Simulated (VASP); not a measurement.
# Al4Ni4H in VASP: relaxation of the atoms with LDA

Aim: the relaxation of the atoms of Al4Ni4H with LDA.

Everything below comes from runs of VASP 6.6.1. Logs are shortened: lines on timing, memory, paths and dates and some standing lists are left out, and cuts for length are marked.

**1. The cell of the first run**

The cell holds a slab with vacuum, 9 atoms: a = 2.833 Å, b = 4.006 Å, c = 25.009 Å, α = 90.00°, β = 90.00°, γ = 90.00°.

**2. Relaxation of the atoms, LDA**

INCAR

```
  PREC = Accurate
  ENCUT = 520
  EDIFF = 1E-7
  ISMEAR = 0
  SIGMA = 0.1
  LREAL = F
  LASPH = T
  NELM = 100
  ALGO = Normal
  ISIF = 2
  LWAVE = F
  LCHARG = F
  LDIPOL = T
  IDIPOL = 3
  DIPOL = 0.5 0.5 0.480
  GGA = CA
  IBRION = 2
  NSW = 90
  EDIFFG = -0.03
  KPAR = 4
```

KPOINTS

```
regular mesh
0
Gamma
  10 7 1
```

POSCAR

```
Al4Ni4H
1.0
    2.8326165064      0.0000000000      0.0000000000
    0.0000000000      4.0059246804      0.0000000000
    0.0000000000      0.0000000000     25.0088870206
Al Ni H
4 4 1
Selective dynamics
Direct
    0.0000000000      0.5000000000      0.3398791794  F F F
    0.0000000000      0.0000000000      0.4199692026  F F F
    0.0000000000      0.5000000000      0.4998041244  T T T
    0.0000000000      0.0000000000      0.5828923140  T T T
    0.5000000000      0.0000000000      0.3398791794  F F F
    0.5000000000      0.5000000000      0.4199692026  F F F
    0.5000000000      0.0000000000      0.4988759306  T T T
    0.5000000000      0.5000000000      0.5749463300  T T T
    0.0000000000      0.0000000000      0.6436707084  T T T
```

Potentials or basis: VASP PAW LDA potentials, release 64 (Al, Ni, H).

Command:

```console
$ cat potpaw_LDA.64/Al/POTCAR potpaw_LDA.64/Ni/POTCAR potpaw_LDA.64/H/POTCAR > POTCAR
$ mpirun -np 4 vasp_std > vasp.out
```

OUTCAR:

```text
PREC = Accurate
   ENCUT = 520
   EDIFF = 1E-7
   ISMEAR = 0
   LREAL = F
   LASPH = T
   NELM = 100
   ISIF = 2
   GGA = CA
   IBRION = 2
   NSW = 90
   EDIFFG = -0.03

 ion  position               nearest neighbor table
   1  0.000  0.500  0.340-   5 2.45   5 2.45   5 2.45   5 2.45   6 2.45   6 2.45   2 2.83   2 2.83

   2  0.000  0.000  0.420-   7 2.43   7 2.43   6 2.45   6 2.45   6 2.45   6 2.45   5 2.45   5 2.45
                             3 2.83   3 2.83   1 2.83   1 2.83
   3  0.000  0.500  0.500-   8 2.35   8 2.35   6 2.45   6 2.45   7 2.45   7 2.45   7 2.45   7 2.45
                             2 2.83   2 2.83   4 2.89   4 2.89
   4  0.000  0.000  0.583-   9 1.52   8 2.46   8 2.46   8 2.46   8 2.46   7 2.53   7 2.53   3 2.89
                             3 2.89
   5  0.500  0.000  0.340-   1 2.45   1 2.45   1 2.45   1 2.45   2 2.45   2 2.45   6 2.83   6 2.83

   6  0.500  0.500  0.420-   3 2.45   3 2.45   2 2.45   2 2.45   2 2.45   2 2.45   1 2.45   1 2.45
                             7 2.81   7 2.81   5 2.83   5 2.83
   7  0.500  0.000  0.499-   2 2.43   2 2.43   3 2.45   3 2.45   3 2.45   3 2.45   4 2.53   4 2.53
                             8 2.76   8 2.76   6 2.81   6 2.81
   8  0.500  0.500  0.575-   3 2.35   3 2.35   4 2.46   4 2.46   4 2.46   4 2.46   7 2.76   7 2.76

   9  0.000  0.000  0.644-   4 1.52

  LATTYP: Found a simple orthorhombic cell.
 ALAT       =     2.8326165064
 B/A-ratio  =     1.4142135624
 C/A-ratio  =     8.8288996990

  Lattice vectors:

 A1 = (   2.8326165064,   0.0000000000,   0.0000000000)
 A2 = (   0.0000000000,   4.0059246804,   0.0000000000)
 A3 = (   0.0000000000,   0.0000000000,  25.0088870206)

Analysis of symmetry for initial positions (statically):
=====================================================================
 Subroutine PRICEL returns:
 Original cell was already a primitive cell.

 Routine SETGRP: Setting up the symmetry group for a
 simple orthorhombic supercell.

 Subroutine GETGRP returns: Found  4 space group operations
 (whereof  4 operations were pure point group operations)
 out of a pool of  8 trial point group operations.

The static configuration has the point symmetry C_2v.

Analysis of symmetry for dynamics (positions and initial velocities):
=====================================================================
 Subroutine PRICEL returns:
 Original cell was already a primitive cell.

 Routine SETGRP: Setting up the symmetry group for a
 simple orthorhombic supercell.

 Subroutine GETGRP returns: Found  4 space group operations
 (whereof  4 operations were pure point group operations)
 out of a pool of  8 trial point group operations.

The dynamic configuration has the point symmetry C_2v.
[... 158 lines left out ...]
 non-spin polarized calculation
 Gauss-broadening in eV      SIGMA  =   0.10
  energy-cutoff  :      520.00
  volume of cell :      283.78
 maximum number of plane-waves:      7677
 NGX is ok and might be reduce to    24
   NGX = 11   NGY = 15   NGZ = 93

 dipolmoment           0.000000      0.000000     -0.023330 electrons x Angstroem

--------------------------------------- Ionic step        1  -------------------------------------------

 number of electron      52.9999972 magnetization

 Free energy of the ion-electron system (eV)
  ---------------------------------------------------
  ext. energy  EPLUGINS =         0.00000000
  ---------------------------------------------------
  free energy    TOTEN  =       -48.85509023 eV

  energy without entropy =      -48.83500500  energy(sigma->0) =      -48.84504762

------------------------ aborting loop because EDIFF is reached ----------------------------------------

  FORCE on cell =-STRESS in cart. coord.  units (eV):
  Direction    XX          YY          ZZ          XY          YZ          ZX
  --------------------------------------------------------------------------------------
  -------------------------------------------------------------------------------------
  Total       -3.3414248     -1.8853845      0.8097682      0.0000000      0.0000000      0.0000000
  in kB      -18.8650234    -10.6445079      4.5717911      0.0000000      0.0000000      0.0000000
  external PRESSURE =      -8.3125801 kB  Pullay stress =       0.0000000 kB
[... 110 lines left out ...]
  FREE ENERGIE OF THE ION-ELECTRON SYSTEM (eV)
  ---------------------------------------------------
  free  energy   TOTEN  =       -48.9261614359 eV

  energy  without entropy=      -48.9064276088  energy(sigma->0) =      -48.91629452

[... ionic steps 4 to 13 ...]

--------------------------------------- Ionic step       14  -------------------------------------------

 number of electron      52.9999972 magnetization

------------------------ aborting loop because EDIFF is reached ----------------------------------------
[... 81 lines left out ...]
--------------------------------------- Ionic step       16  -------------------------------------------

 number of electron      52.9999972 magnetization

 dipolmoment           0.000000      0.000000      0.051285 electrons x Angstroem

 Free energy of the ion-electron system (eV)
  ---------------------------------------------------
  ext. energy  EPLUGINS =         0.00000000
  ---------------------------------------------------
  free energy    TOTEN  =       -48.95555506 eV

  energy without entropy =      -48.93745434  energy(sigma->0) =      -48.94650470

 E-fermi :  -0.3603     XC(G=0):  -5.0095

 val. band max:       -0.3737108053   @ k =   0.0000   0.2857   0.0000
 cond. band min:      -0.3362334766   @ k =   0.5000   0.0000   0.0000
 fundamental gap:      0.0374773288
 Fermi energy:        -0.3603069443

 k-point     1 :       0.0000    0.0000    0.0000
  band No.  band energies     occupation
      1     -11.2855      2.00000
      2      -9.7611      2.00000
      3      -7.8465      2.00000
      4      -6.1797      2.00000
      5      -4.4224      2.00000
      6      -3.9367      2.00000
[... 805 lines left out ...]
     30       1.5964      0.00000
     31       2.1268      0.00000

------------------------ aborting loop because EDIFF is reached ----------------------------------------

 vacuum level on the upper side and lower side of the slab       (xc-potential included)         0.282        -0.509

  FORCE on cell =-STRESS in cart. coord.  units (eV):
  Direction    XX          YY          ZZ          XY          YZ          ZX
  --------------------------------------------------------------------------------------
  -------------------------------------------------------------------------------------
  Total       -3.0108543     -2.0150574     -0.4165218      0.0000000      0.0000000      0.0000000
  in kB      -16.9986875    -11.3766156     -2.3515999      0.0000000      0.0000000      0.0000000
  external PRESSURE =     -10.2423010 kB  Pullay stress =       0.0000000 kB
[... 24 lines left out ...]
  FREE ENERGIE OF THE ION-ELECTRON SYSTEM (eV)
  ---------------------------------------------------
  free  energy   TOTEN  =       -48.9555550617 eV

  energy  without entropy=      -48.9374543416  energy(sigma->0) =      -48.94650470

 reached required accuracy - stopping structural energy minimisation

 vacuum level on the upper side and lower side of the slab         5.487         4.678
```

Wall time 16 min (4 MPI ranks of Intel Xeon Platinum 8375C at 2.90GHz (Ice Lake), shared host); peak memory 0.42 GiB.

Results:

```
Free energy               : -48.9556 eV
Energy gained by relaxing : 11.2 meV/atom
Ionic steps               : 16
Band gap on the k mesh    : zero (an odd number of electrons rules out a gap without spin polarisation)
```

Step by step:
```
step  energy change (eV)  largest force on free atoms (eV/Å)  pressure (GPa)
   1              0.0000                              1.3913           -0.83
   2             -0.0657                              0.5783           -0.99
   3             -0.0711                              0.3268           -0.97
   4             -0.0785                              0.2463           -0.93
   5             -0.0917                              0.2678           -0.80
   6             -0.0926                              0.3217           -0.75
   7             -0.0979                              0.0992           -0.78
   8             -0.0983                              0.0968           -0.79
   9             -0.0989                              0.0572           -0.83
  10             -0.0990                              0.0985           -0.85
  11             -0.0994                              0.0665           -0.87
  12             -0.0998                              0.0622           -0.91
  13             -0.1000                              0.0498           -0.93
  14             -0.1004                              0.0388           -0.98
  15             -0.1004                              0.0474           -0.99
  16             -0.1005                              0.0239           -1.02
```

Final structure:
```
CELL_PARAMETERS angstrom
2.83262 0.00000 0.00000
0.00000 4.00592 0.00000
0.00000 0.00000 25.00889
ATOMIC_POSITIONS crystal
Al 0.00000 0.50000 0.33988
Al 0.00000 0.00000 0.41997
Al 0.00000 0.50000 0.49825
Al 0.00000 0.00000 0.58431
Ni 0.50000 0.00000 0.33988
Ni 0.50000 0.50000 0.41997
Ni 0.50000 0.00000 0.50099
Ni 0.50000 0.50000 0.57123
H 0.00000 0.00000 0.64896
```

Levels at points of the mesh, in eV from the Fermi level:
| k point | band 24 | band 25 | band 26 | band 27 | band 28 | band 29 | band 30 | band 31 |
| --- | --- | --- | --- | --- | --- | --- | --- | --- |
| (0.00, 0.00, 0.00) | -1.30 | -1.23 | -1.04 | 0.28 | 1.41 | 2.30 | 2.38 | 3.11 |
| (0.50, 0.00, 0.00) | -0.64 | -0.29 | -0.11 | 0.02 | 1.68 | 1.80 | 2.81 | 3.14 |

Spin polarisation is off, so any magnetic state and its effect on volume and gap are missing.

The gap in the log of VASP goes by the Fermi energy; the results here count the filled bands.